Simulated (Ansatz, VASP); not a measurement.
# Ba: VASP beside Ansatz

```
CELL_PARAMETERS angstrom
-2.52884 2.52884 2.46755
2.52884 -2.52884 2.46755
2.52884 2.52884 -2.46755
ATOMIC_POSITIONS crystal
Ba 0.00000 0.00000 0.00000
```

Alike in both runs: functional r2SCAN; k mesh 8 × 8 × 8; occupations gaussian, width 0.1 eV; no spin polarisation.

Ansatz relaxed the structure, and its values are those at the end. VASP's run is a single point on that final structure, the one shown.

```csv
,VASP,Ansatz
version,VASP 6.6.1,Ansatz 0.2.0
potentials or method,"VASP PAW PBE potentials, release 64 (Ba_sv), cutoff 520 eV","scalar-relativistic, plane waves, PAW"
valence electrons in the cell,10,10
```

VASP gave:

* gap on the k mesh at the Fermi level (eV): none
* pressure (GPa): 0.3

Task: Estimate Ansatz's values.

Result: gap on the k mesh at the Fermi level (eV): none; pressure (GPa): 0.2.

VASP's potentials were made for PBE, not for r2SCAN. A gap of «none» marks a metal or a gap that the smearing closes. The functional is the same, so the differences come from potentials, cutoffs and numerics.

Neither program's run includes spin-orbit coupling.
